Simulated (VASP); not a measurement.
# C (Fd-3m) in VASP: further runs

C is run at these levels: LDA; tasks: elastic constants, vibrations by perturbation theory.

Everything below comes from runs of VASP 6.6.1. Logs are shortened: lines on timing, memory, paths and dates and some standing lists are left out, and cuts for length are marked.

### 1 The cell of the first run

It takes space group Fd-3m (No. 227, cubic). The conventional cell has a = 3.515 Å, b = 3.515 Å, c = 3.515 Å, α = 90.00°, β = 90.00°, γ = 90.00°. Within 2.0 Å of C (site symmetry -43m) lie 4 C at 1.52 Å.

### 2 Elastic constants, LDA

INCAR

```
SYSTEM = C
ALGO = Normal
EDIFF = 1E-8
ENCUT = 600
GGA = CA
IBRION = 6
ISIF = 3
ISMEAR = 0
LASPH = .True.
LCHARG = .False.
LREAL = .False.
LWAVE = .False.
NELM = 100
NFREE = 2
NSW = 1
POTIM = 0.015
PREC = Accurate
SIGMA = 0.01
```

KPOINTS

```
k-points
0
Gamma
  12 12 12
  0 0 0
```

POSCAR

```
C
1.0
    0.0000000000      1.7573064923      1.7573064923
    1.7573064923      0.0000000000      1.7573064923
    1.7573064923      1.7573064923      0.0000000000
C
2
Direct
    0.5000000000      0.5000000000      0.5000000000
    0.7500000000      0.7500000000      0.7500000000
```

Potentials or basis: VASP PAW LDA potentials, release 64 (C).

Command:

```
$ cat potpaw_LDA.64/C/POTCAR > POTCAR
$ mpirun -np 1 vasp_std > vasp.out
```

OUTCAR:

```text
SYSTEM = C
   EDIFF = 1E-8
   ENCUT = 600
   GGA = CA
   IBRION = 6
   ISIF = 3
   ISMEAR = 0
   LASPH = .True.
   LREAL = .False.
   NELM = 100
   NFREE = 2
   NSW = 1
   POTIM = 0.015
   PREC = Accurate

 ion  position               nearest neighbor table
   1  0.500  0.500  0.500-   2 1.52   2 1.52   2 1.52   2 1.52
   2  0.750  0.750  0.750-   1 1.52   1 1.52   1 1.52   1 1.52

  LATTYP: Found a face centered cubic cell.
 ALAT       =     3.5146129846

  Lattice vectors:

 A1 = (   0.0000000000,   1.7573064923,   1.7573064923)
 A2 = (   1.7573064923,   0.0000000000,   1.7573064923)
 A3 = (   1.7573064923,   1.7573064923,   0.0000000000)

Analysis of symmetry for initial positions (statically):
=====================================================================
 Subroutine PRICEL returns:
 Original cell was already a primitive cell.

 Routine SETGRP: Setting up the symmetry group for a
 face centered cubic supercell.

 Subroutine GETGRP returns: Found 48 space group operations
 (whereof 24 operations were pure point group operations)
 out of a pool of 48 trial point group operations.

The static configuration has the point symmetry T_d .
 The point group associated with its full space group is O_h .

Analysis of symmetry for dynamics (positions and initial velocities):
=====================================================================
 Subroutine PRICEL returns:
 Original cell was already a primitive cell.

 Routine SETGRP: Setting up the symmetry group for a
 face centered cubic supercell.

 Subroutine GETGRP returns: Found 48 space group operations
 (whereof 24 operations were pure point group operations)
 out of a pool of 48 trial point group operations.

The dynamic configuration has the point symmetry T_d .
 The point group associated with its full space group is O_h .

 Subroutine INISYM returns: Found 48 space group operations
 (whereof 24 operations are pure point group operations),
 and found     1 'primitive' translations

----------------------------------------------------------------------------------------

                                     Primitive cell

  volume of cell :      10.8536

  direct lattice vectors                    reciprocal lattice vectors
     0.000000000  1.757306492  1.757306492    -0.284526349  0.284526349  0.284526349
     1.757306492  0.000000000  1.757306492     0.284526349 -0.284526349  0.284526349
     1.757306492  1.757306492  0.000000000     0.284526349  0.284526349 -0.284526349

  length of vectors
     2.485206675  2.485206675  2.485206675     0.492814092  0.492814092  0.492814092

  position of ions in fractional coordinates (direct lattice)
     0.500000000  0.500000000  0.500000000
     0.750000000  0.750000000  0.750000000

  ion indices of the primitive-cell ions
   primitive index   ion index
                 1           1
                 2           2

----------------------------------------------------------------------------------------

 KPOINTS: k-points

Automatic generation of k-mesh.
 Grid dimensions read from file:
 generate k-points for:   12   12   12

 Generating k-lattice:

  Cartesian coordinates                     Fractional coordinates (reciprocal lattice)
    -0.023710529  0.023710529  0.023710529     0.083333333  0.000000000  0.000000000
     0.023710529 -0.023710529  0.023710529     0.000000000  0.083333333  0.000000000
[... 103 lines left out ...]
  ext. energy  EPLUGINS =         0.00000000
  ---------------------------------------------------
  free energy    TOTEN  =       -20.24693815 eV

  energy without entropy =      -20.24693815  energy(sigma->0) =      -20.24693815

------------------------ aborting loop because EDIFF is reached ----------------------------------------

  FORCE on cell =-STRESS in cart. coord.  units (eV):
  Direction    XX          YY          ZZ          XY          YZ          ZX
  --------------------------------------------------------------------------------------
  -------------------------------------------------------------------------------------
  Total        0.5339912      0.5339912      0.5339912      0.0000000      0.0000000      0.0000000
  in kB       78.8264889     78.8264889     78.8264889      0.0000000      0.0000000      0.0000000
  external PRESSURE =      78.8264889 kB  Pullay stress =       0.0000000 kB
[... 89 lines left out ...]
  FREE ENERGIE OF THE ION-ELECTRON SYSTEM (eV)
  ---------------------------------------------------
  free  energy   TOTEN  =       -20.2301300833 eV

  energy  without entropy=      -20.2301300833  energy(sigma->0) =      -20.23013008

[... ionic steps 4 to 12 ...]

--------------------------------------- Ionic step       13  -------------------------------------------

 number of electron       7.9999998 magnetization

------------------------ aborting loop because EDIFF is reached ----------------------------------------
[... 67 lines left out ...]
--------------------------------------- Ionic step       15  -------------------------------------------

 number of electron       7.9999999 magnetization

 Free energy of the ion-electron system (eV)
  ---------------------------------------------------
  ext. energy  EPLUGINS =         0.00000000
  ---------------------------------------------------
  free energy    TOTEN  =       -20.24243742 eV

  energy without entropy =      -20.24243742  energy(sigma->0) =      -20.24243742

 E-fermi :  10.7500     XC(G=0): -13.7144

 val. band max:       10.6174143180   @ k =   0.0000   0.0000   0.0000
 cond. band min:      14.6082399189   @ k =   0.3333   0.3333   0.0000
 fundamental gap:      3.9908256008
 Fermi energy:        10.7499944961

 k-point     1 :       0.0000    0.0000    0.0000
  band No.  band energies     occupation
      1     -11.5369      2.00000
      2      10.1401      2.00000
      3      10.3821      2.00000
      4      10.6174      2.00000
      5      15.8376      0.00000
      6      16.0420      0.00000
      7      16.2577      0.00000
      8      24.9561      0.00000
[... 243 lines left out ...]
 k-point    24 :      -0.4167    0.1667    0.0000
  band No.  band energies     occupation
      1      -5.0778      2.00000
      2      -2.5004      2.00000
      3       4.6980      2.00000
      4       6.6758      2.00000
      5      18.0339      0.00000
      6      20.7254      0.00000
      7      22.2455      0.00000
      8      26.0452      0.00000

 [... further k-points ...]
[... 5 lines left out ...]
  --------------------------------------------------------------------------------------
  -------------------------------------------------------------------------------------
  Total        0.5366608      0.5416606      0.5416606      0.0000000     -0.0777598      0.0000000
  in kB       79.2205636     79.9586200     79.9586200      0.0000000    -11.4787104      0.0000000
  external PRESSURE =      79.7126012 kB  Pullay stress =       0.0000000 kB
[... 17 lines left out ...]
  FREE ENERGIE OF THE ION-ELECTRON SYSTEM (eV)
  ---------------------------------------------------
  free  energy   TOTEN  =       -20.2424374152 eV

  energy  without entropy=      -20.2424374152  energy(sigma->0) =      -20.24243742

 INTERNAL STRAIN TENSORS FROM STRAINED CELLS
 ============================================

 INTERNAL STRAIN TENSOR FOR ION    1 for displacements in x,y,z  (eV/Angst):
          X           Y           Z          XY          YZ          ZX
  --------------------------------------------------------------------------------
  x    -0.00000     0.00000     0.00000     0.00000     5.18736     0.00000
  y    -0.00000     0.00000     0.00000     0.00000     0.00000     5.18756
  z    -0.00000     0.00000    -0.00000     5.18837    -0.00000     0.00000

 INTERNAL STRAIN TENSORS FROM DISPLACED ATOMS
 ============================================

 INTERNAL STRAIN TENSOR FOR ION    1 for displacements in x,y,z  (eV/Angst):
          X           Y           Z          XY          YZ          ZX
  --------------------------------------------------------------------------------
  x     0.00000     0.00000     0.00000     0.00000     5.18635     0.00000
  y     0.00000     0.00000     0.00000     0.00000     0.00000     5.18635
  z     0.00000     0.00000     0.00000     5.18635     0.00000     0.00000

 INTERNAL STRAIN TENSOR FOR ION    2 for displacements in x,y,z  (eV/Angst):
          X           Y           Z          XY          YZ          ZX
  --------------------------------------------------------------------------------
  x     0.00000    -0.00000    -0.00000     0.00000    -5.18635     0.00000
  y    -0.00000     0.00000    -0.00000     0.00000     0.00000    -5.18635
  z    -0.00000    -0.00000     0.00000    -5.18635     0.00000     0.00000

 Eigenvectors and eigenvalues of the dynamical matrix
 ----------------------------------------------------

   1 f  =   40.346285 THz   253.503187 2PiTHz 1345.807213 cm-1   166.858753 meV
             X         Y         Z           dx          dy          dz
      1.757306  1.757306  1.757306     0.000000   -0.707107    0.000000
      2.635960  2.635960  2.635960     0.000000    0.707107    0.000000
[... 21 lines left out ...]
   6 f  =    0.000000 THz     0.000000 2PiTHz    0.000000 cm-1     0.000000 meV
             X         Y         Z           dx          dy          dz
      1.757306  1.757306  1.757306     0.000000    0.000000    0.707107
      2.635960  2.635960  2.635960     0.000000    0.000000    0.707107

--------------------------------------------------------------------------------------------------------

 ELASTIC MODULI CONTR FROM IONIC RELAXATION (kBar)
 Direction    XX          YY          ZZ          XY          YZ          ZX
 --------------------------------------------------------------------------------
 XX          -0.0000     -0.0000     -0.0000     -0.0000      0.0000     -0.0000
 YY          -0.0000     -0.0000     -0.0000     -0.0000     -0.0000      0.0000
 ZZ          -0.0000     -0.0000     -0.0000      0.0000     -0.0000     -0.0000
 XY          -0.0000     -0.0000      0.0000    -99.2676      0.0000      0.0000
 YZ           0.0000     -0.0000     -0.0000      0.0000    -99.2676      0.0000
 ZX          -0.0000      0.0000     -0.0000      0.0000      0.0000    -99.2676
 --------------------------------------------------------------------------------

 TOTAL ELASTIC MODULI (kBar)
 Direction    XX          YY          ZZ          XY          YZ          ZX
 --------------------------------------------------------------------------------
 XX       11312.9586   1627.2848   1627.2848      0.0000      0.0000     -0.0000
 YY        1627.2848  11312.9586   1627.2848     -0.0000     -0.0000     -0.0000
 ZZ        1627.2848   1627.2848  11312.9586     -0.0000      0.0000      0.0000
 XY           0.0000     -0.0000     -0.0000   6135.5163      0.0000      0.0000
 YZ           0.0000     -0.0000      0.0000      0.0000   6135.5163      0.0000
 ZX          -0.0000     -0.0000      0.0000      0.0000      0.0000   6135.5163
 --------------------------------------------------------------------------------
```

It took 6 min on 1 thread of Intel Xeon 8259CL, shared host; peak memory 0.19 GiB.

Results:

```yaml
Elastic_constants_C11_C12_C44: 1131, 163, 614 GPa
Voigt_bulk_modulus: 486 GPa
Highest_phonon_frequency_at_Γ: 1346 cm⁻¹
```

Phonon frequencies in cm⁻¹ (negative: imaginary):
```
              q point           frequencies
(0.000, 0.000, 0.000)  0 0 0 1346 1346 1346
```

Elastic tensor in Voigt notation (GPa, in the Cartesian axes of the cell as first typed):
```
1131  163  163    0    0    0
 163 1131  163    0    0    0
 163  163 1131    0    0    0
   0    0    0  614    0    0
   0    0    0    0  614    0
   0    0    0    0    0  614
```

Clamped-ion elastic tensor (GPa):
```
1131  163  163    0    0    0
 163 1131  163    0    0    0
 163  163 1131    0    0    0
   0    0    0  623    0    0
   0    0    0    0  623    0
   0    0    0    0    0  623
```

Caveat: the cell is under stress, which shifts elastic constants.

### 3 Vibrations by perturbation theory, LDA

This run uses another cell than the first one, of 5.15 Å³/atom.

INCAR

```
SYSTEM = C
ALGO = Normal
EDIFF = 1E-8
ENCUT = 520
GGA = CA
IBRION = 8
ISIF = 2
ISMEAR = 0
LASPH = .True.
LCHARG = .True.
LEPSILON = .True.
LREAL = .False.
LWAVE = .False.
NBANDS = 11
NELM = 100
NSW = 1
PREC = Accurate
SIGMA = 0.01
```

KPOINTS is that of step 2.

POSCAR

```
C
1.0
    0.0000000000      1.7272103675      1.7272103675
    1.7272103675      0.0000000000      1.7272103675
    1.7272103675      1.7272103675      0.0000000000
C
2
Direct
    0.5000000000      0.5000000000      0.5000000000
    0.7500000000      0.7500000000      0.7500000000
```

Potentials or basis: VASP PAW LDA potentials, release 64 (C).

Command:

```
$ cat potpaw_LDA.64/C/POTCAR > POTCAR
$ mpirun -np 1 vasp_std > vasp.out
```

OUTCAR:

```text
SYSTEM = C
   EDIFF = 1E-8
   ENCUT = 520
   GGA = CA
   IBRION = 8
   ISIF = 2
   ISMEAR = 0
   LASPH = .True.
   LEPSILON = .True.
   LREAL = .False.
   NELM = 100
   NSW = 1
   PREC = Accurate

 ion  position               nearest neighbor table
   1  0.500  0.500  0.500-   2 1.50   2 1.50   2 1.50   2 1.50
   2  0.750  0.750  0.750-   1 1.50   1 1.50   1 1.50   1 1.50

  LATTYP: Found a face centered cubic cell.
 ALAT       =     3.4544207350

[... 659 lines left out ...]
      2.590816  2.590816  2.590816     0.000000    0.707107    0.000000
[... 21 lines left out ...]
   6 f  =    0.000000 THz     0.000000 2PiTHz    0.000000 cm-1     0.000000 meV
             X         Y         Z           dx          dy          dz
      1.727210  1.727210  1.727210     0.000000    0.000000    0.707107
      2.590816  2.590816  2.590816     0.000000    0.000000    0.707107

--------------------------------------------------------------------------------------------------------

 MACROSCOPIC STATIC DIELECTRIC TENSOR IONIC CONTRIBUTION
 ------------------------------------------------------
           0.000000    -0.000000     0.000000
          -0.000000     0.000000    -0.000000
           0.000000    -0.000000     0.000000
 ------------------------------------------------------

 ELASTIC MODULI CONTR FROM IONIC RELAXATION (kBar)
 Direction    XX          YY          ZZ          XY          YZ          ZX
 --------------------------------------------------------------------------------
 XX          -0.0000      0.0000      0.0000     -0.0000      0.0000      0.0000
 YY           0.0000     -0.0000      0.0000     -0.0000     -0.0000     -0.0000
 ZZ           0.0000      0.0000     -0.0000      0.0000     -0.0000      0.0000
 XY          -0.0000     -0.0000      0.0000   -241.7572      0.0000      0.0000
 YZ           0.0000     -0.0000     -0.0000      0.0000   -241.7572      0.0000
 ZX           0.0000     -0.0000      0.0000      0.0000      0.0000   -241.7572
 --------------------------------------------------------------------------------

 PIEZOELECTRIC TENSOR IONIC CONTR  for field in x, y, z        (C/m^2)
          XX          YY          ZZ          XY          YZ          ZX
  --------------------------------------------------------------------------------
  x    -0.00000     0.00000     0.00000     0.00000     0.00000    -0.00000
  y    -0.00000     0.00000    -0.00000     0.00000    -0.00000     0.00000
  z     0.00000     0.00000    -0.00000     0.00000     0.00000     0.00000
```

OSZICAR:

```text
N       E                     dE             d eps       ncg     rms          rms(c)
DAV:   1    -0.240354375445E+00   -0.24035E+00   -0.47832E+03  1651   0.707E+02
DAV:   2    -0.208131898602E+02   -0.20573E+02   -0.19964E+02  2127   0.134E+02
[... 118 lines left out ...]
RMM:   4    -0.113152361428E+00   -0.89073E-03   -0.43695E-04  9269   0.118E-01    0.139E-02
RMM:   5    -0.113103977483E+00    0.48384E-04   -0.36239E-05 10064   0.130E-02    0.111E-03
RMM:   6    -0.113101817627E+00    0.21599E-05   -0.48179E-06 10069   0.695E-04    0.457E-04
RMM:   7    -0.113099049585E+00    0.27680E-05   -0.13109E-06 10316   0.302E-04    0.731E-05
RMM:   8    -0.113098770536E+00    0.27905E-06   -0.19948E-08 10319   0.353E-05    0.101E-05
RMM:   9    -0.113098682271E+00    0.88264E-07    0.72992E-08 10619   0.167E-05    0.132E-06
RMM:  10    -0.113098683396E+00   -0.11248E-08    0.25487E-08  8089   0.763E-06    0.216E-07
 Linear response finished
```

Run time: 98 s. Hardware: 1 thread of Intel Xeon 8259CL, shared host; peak memory 0.2 GiB.

What came out:

- Electronic dielectric tensor (diagonal): 5.68
- Born charges (mean of the diagonal): C +0.00 e
- Highest phonon frequency at Γ: 1416 cm⁻¹

Phonon frequencies in cm⁻¹ (negative: imaginary):
```csv
q point,frequencies
"(0.000, 0.000, 0.000)",0 0 0 1416 1416 1416
```

Electronic dielectric tensor:
```
5.68 0.00 0.00
0.00 5.68 0.00
0.00 0.00 5.68
```

Born effective charge tensors (e):
atom 1, C
```
0.00 0.00 0.00
0.00 0.00 0.00
0.00 0.00 0.00
```
atom 2, C
```
0.00 0.00 0.00
0.00 0.00 0.00
0.00 0.00 0.00
```

Caveat: the cell stands under pressure or tension, which shifts response properties.

[end of part 1 of 2]
